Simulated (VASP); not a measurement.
# Be2SeO2 (P-3m1) in VASP: further runs, part 2 of 2

VASP 6.6.1. The steps go on from the part before.

### Step 4. Single point, PBE

This run uses another cell than the first one: it holds 10 atoms, not 5.

INCAR

```
SYSTEM = Be2SeO2
PREC = Accurate
ENCUT = 520
EDIFF = 1E-6
ISMEAR = 0
SIGMA = 0.2
LREAL = .False.
LASPH = .True.
NELM = 60
ALGO = Normal
ISIF = 2
LWAVE = .False.
LCHARG = .False.
GGA = PE
NBANDS = 33
```

KPOINTS

```
regular mesh
0
Gamma
  8 6 2
  0 0 0
```

POSCAR

```
Be2SeO2
1.0
    2.7061667658      0.0000000000      0.0000000000
    0.0000000000      4.6872183322      0.0000000000
    0.0000000000      0.0000000000     11.4925881396
Be Se O
4 2 4
Direct
    1.0000000000      0.3333333333      0.3752659442
    0.5000000000      0.8333333333      0.3752659442
    0.5000000000      0.1666666667      0.6247340558
    1.0000000000      0.6666666667      0.6247340558
    0.0000000000      0.0000000000      0.0000000000
    0.5000000000      0.5000000000      0.0000000000
    0.5000000000      0.1666666667      0.3739729899
    1.0000000000      0.6666666667      0.3739729899
    1.0000000000      0.3333333333      0.6260270101
    0.5000000000      0.8333333333      0.6260270101
```

Potentials or basis: VASP PAW PBE potentials, release 64 (Be, Se, O).

Command:

```console
$ cat potpaw_PBE.64/Be/POTCAR potpaw_PBE.64/Se/POTCAR potpaw_PBE.64/O/POTCAR > POTCAR
$ mpirun -np 1 vasp_std > vasp.out
```

OUTCAR:

```text
SYSTEM = Be2SeO2
   PREC = Accurate
   ENCUT = 520
   EDIFF = 1E-6
   ISMEAR = 0
   LREAL = .False.
   LASPH = .True.
   NELM = 60
   ISIF = 2
   GGA = PE

 ion  position               nearest neighbor table
   1  0.000  0.333  0.375-   7 1.56   7 1.56   8 1.56
   2  0.500  0.833  0.375-   8 1.56   8 1.56   7 1.56
   3  0.500  0.167  0.625-   9 1.56   9 1.56  10 1.56
   4  0.000  0.667  0.625-  10 1.56  10 1.56   9 1.56
   5  0.000  0.000  0.000-   6 2.71   6 2.71   6 2.71   6 2.71
   6  0.500  0.500  0.000-   5 2.71   5 2.71   5 2.71   5 2.71
   7  0.500  0.167  0.374-   1 1.56   1 1.56   2 1.56
   8  0.000  0.667  0.374-   2 1.56   2 1.56   1 1.56
   9  0.000  0.333  0.626-   3 1.56   3 1.56   4 1.56
  10  0.500  0.833  0.626-   4 1.56   4 1.56   3 1.56

  LATTYP: Found a simple orthorhombic cell.
 ALAT       =     2.7061667658
 B/A-ratio  =     1.7320508076
 C/A-ratio  =     4.2468144554

  Lattice vectors:

 A1 = (   2.7061667658,   0.0000000000,   0.0000000000)
 A2 = (   0.0000000000,   4.6872183322,   0.0000000000)
 A3 = (   0.0000000000,   0.0000000000,  11.4925881396)

Analysis of symmetry for initial positions (statically):
=====================================================================
 Subroutine PRICEL returns following result:

  LATTYP: Found a hexagonal cell.
 ALAT       =     2.7061667658
 C/A-ratio  =     4.2468144554

  Lattice vectors:

 A1 = (  -2.7061667658,   0.0000000000,   0.0000000000)
 A2 = (   1.3530833829,  -2.3436091661,   0.0000000000)
 A3 = (   0.0000000000,   0.0000000000,  11.4925881396)

   2 primitive cells build up your supercell.

 Routine SETGRP: Setting up the symmetry group for a
 simple orthorhombic supercell.

[... 157 lines left out ...]
  Fermi-wavevector in a.u.,A,eV,Ry     =   1.098154  2.075210 16.407836  1.205942
  Thomas-Fermi vector in A             =   2.234526
   LORBIT       =      0    0 simple, 1 ext, 2 COOP (PROOUT), +10 PAW based schemes
   GGA     = PE    functional components
   LHFCALC =     F    Hartree Fock is set to
   AEXX    =    0.0000 exact exchange contribution
   IVDW    =     0    specifies the selected vdW correction
   LEPSILON=     F    determine dielectric tensor
   LRPA    =     F    only Hartree local field effects (RPA)
 non-spin polarized calculation
 Gauss-broadening in eV      SIGMA  =   0.20
  energy-cutoff  :      520.00
  volume of cell :      145.78
 maximum number of plane-waves:      3974
   NGX = 11   NGY = 17   NGZ = 43

 number of electron      43.9999995 magnetization

 Free energy of the ion-electron system (eV)
  ---------------------------------------------------
  ext. energy  EPLUGINS =         0.00000000
  ---------------------------------------------------
  free energy    TOTEN  =       -61.76914449 eV

  energy without entropy =      -61.73551342  energy(sigma->0) =      -61.75232895

 E-fermi :   1.1606     XC(G=0):  -8.4674

 val. band max:        1.1280796710   @ k =   0.2500   0.1667   0.0000
 cond. band min:       1.3090628067   @ k =   0.1250   0.1667   0.5000
 fundamental gap:      0.1809831357
 Fermi energy:         1.1606146375

 k-point     1 :       0.0000    0.0000    0.0000
  band No.  band energies     occupation
      1     -17.1223      2.00000
      2     -16.8900      2.00000
      3     -16.1310      2.00000
      4     -16.0747      2.00000
      5     -14.9949      2.00000
      6     -10.3344      2.00000
[... 853 lines left out ...]
     32      11.3485      0.00000
     33      11.6504      0.00000

 [... further k-points ...]

------------------------ aborting loop because EDIFF is reached ----------------------------------------

  FORCE on cell =-STRESS in cart. coord.  units (eV):
  Direction    XX          YY          ZZ          XY          YZ          ZX
  --------------------------------------------------------------------------------------
  -------------------------------------------------------------------------------------
  Total       -0.0670373      1.6777764     -0.0494011      0.0000000     -0.0021180      0.0000000
  in kB       -0.7367831     18.4398371     -0.5429501      0.0000000     -0.0232784      0.0000000
  external PRESSURE =       5.7200346 kB  Pullay stress =       0.0000000 kB

 VOLUME and BASIS-vectors are now :
 -----------------------------------------------------------------------------
  energy-cutoff  :      520.00
  volume of cell :      145.78
      direct lattice vectors                 reciprocal lattice vectors
     2.706166766  0.000000000  0.000000000     0.369526377  0.000000000  0.000000000
     0.000000000  4.687218332  0.000000000     0.000000000  0.213346153  0.000000000
     0.000000000  0.000000000 11.492588140     0.000000000  0.000000000  0.087012602

 POSITION                                       TOTAL-FORCE (eV/Angst)
 -----------------------------------------------------------------------------------
      0.00000      1.56241      4.31278        -0.000000     -0.000008      0.001589
      1.35308      3.90602      4.31278        -0.000000     -0.000008      0.001589
      1.35308      0.78120      7.17981        -0.000000      0.000008     -0.001589
      0.00000      3.12481      7.17981        -0.000000      0.000008     -0.001589
      0.00000      0.00000      0.00000        -0.000000      0.000000      0.000000
      1.35308      2.34361      0.00000        -0.000000     -0.000000      0.000000
      1.35308      0.78120      4.29792        -0.000000     -0.000146     -0.001603
      0.00000      3.12481      4.29792        -0.000000     -0.000146     -0.001603
      0.00000      1.56241      7.19467         0.000000      0.000146      0.001603
      1.35308      3.90602      7.19467         0.000000      0.000146      0.001603
 -----------------------------------------------------------------------------------
    total drift:                                0.000000      0.000000      0.000000

  FREE ENERGIE OF THE ION-ELECTRON SYSTEM (eV)
  ---------------------------------------------------
  free  energy   TOTEN  =       -61.7691444888 eV

  energy  without entropy=      -61.7355134186  energy(sigma->0) =      -61.75232895
```

OSZICAR:

```text
N       E                     dE             d eps       ncg     rms          rms(c)
DAV:   1     0.243267810391E+03    0.24327E+03   -0.20914E+04  2640   0.118E+03
DAV:   2    -0.460822378100E+02   -0.28935E+03   -0.27827E+03  3314   0.265E+02
DAV:   3    -0.690091619907E+02   -0.22927E+02   -0.22706E+02  3343   0.801E+01
DAV:   4    -0.693471858711E+02   -0.33802E+00   -0.33742E+00  3334   0.110E+01
DAV:   5    -0.693520079734E+02   -0.48221E-02   -0.48200E-02  3534   0.120E+00    0.161E+01
DAV:   6    -0.623366813400E+02    0.70153E+01   -0.25410E+01  3233   0.226E+01    0.605E+00
DAV:   7    -0.621025638013E+02    0.23412E+00   -0.60177E-01  3339   0.348E+00    0.378E+00
DAV:   8    -0.618581179574E+02    0.24445E+00   -0.32378E-01  3220   0.350E+00    0.540E-01
DAV:   9    -0.618073518223E+02    0.50766E-01   -0.98297E-02  3344   0.157E+00    0.495E-01
DAV:  10    -0.617732371137E+02    0.34115E-01   -0.24898E-02  3219   0.992E-01    0.205E-01
DAV:  11    -0.617682744592E+02    0.49627E-02   -0.17830E-02  3285   0.690E-01    0.169E-01
DAV:  12    -0.617690861292E+02   -0.81167E-03   -0.40829E-03  2988   0.302E-01    0.495E-02
DAV:  13    -0.617691289335E+02   -0.42804E-04   -0.30411E-04  3311   0.895E-02    0.187E-02
DAV:  14    -0.617691411219E+02   -0.12188E-04   -0.35995E-05  3104   0.324E-02    0.362E-03
DAV:  15    -0.617691442201E+02   -0.30982E-05   -0.32299E-06  2745   0.881E-03    0.108E-03
DAV:  16    -0.617691444888E+02   -0.26869E-06   -0.21510E-07  2299   0.294E-03
   1 F= -.61769144E+02 E0= -.61752329E+02  d E =-.336311E-01
```

stdout:

```text
POSCAR found type information on POSCAR BeSeO
 POSCAR found :  3 types and      10 ions
 scaLAPACK will be used
 LDA part: xc-table for (Slater+PW92), standard interpolation
 POSCAR, INCAR and KPOINTS ok, starting setup
 FFT: planning ... GRIDC
 FFT: planning ... GRID_SOFT
 FFT: planning ... GRID
 WAVECAR not read
 entering main loop
```

Run time: 3.9 min. Hardware: 1 thread of AMD EPYC 7R43 (Zen 3), shared host; peak memory 0.28 GiB.

Results:

| Quantity | Value |
| --- | --- |
| Free energy | -61.7691 eV |
| Pressure | 0.6 GPa |
| Band gap on the k mesh | zero (bands 22 and 23 overlap by 3.25 eV) |

Stress tensor (GPa, compression positive):
```
-0.07  0.00  0.00
 0.00  1.84  0.00
 0.00  0.00 -0.05
```

### Step 5. Overview

| cell | k mesh | smearing | gap on the mesh (eV) | pressure (GPa) |
| --- | --- | --- | --- | --- |
| a = 2.706, b = 2.706, c = 11.493 Å, angles 90.0, 90.0, 120.0°, 5 atoms, atomic positions A | 12 × 12 × 4 | gaussian 0.1 eV | none | 0.1 |
| a = 2.706, b = 2.706, c = 11.649 Å, angles 90.0, 90.0, 120.0°, 5 atoms, atomic positions B | 12 × 12 × 4 | gaussian 0.1 eV | none | 0.1 |
| a = 2.706, b = 4.687, c = 11.493 Å, 10 atoms, atomic positions C | 8 × 6 × 2 | gaussian 0.2 eV | none | 0.6 |

Alike in all rows: task single point; level PBE; potentials or basis VASP PAW PBE potentials, release 64 (Be, Se, O); no spin polarisation; cutoff (eV) 520.

Total energies depend on the potentials used, so only differences within one code and one set of settings carry meaning.
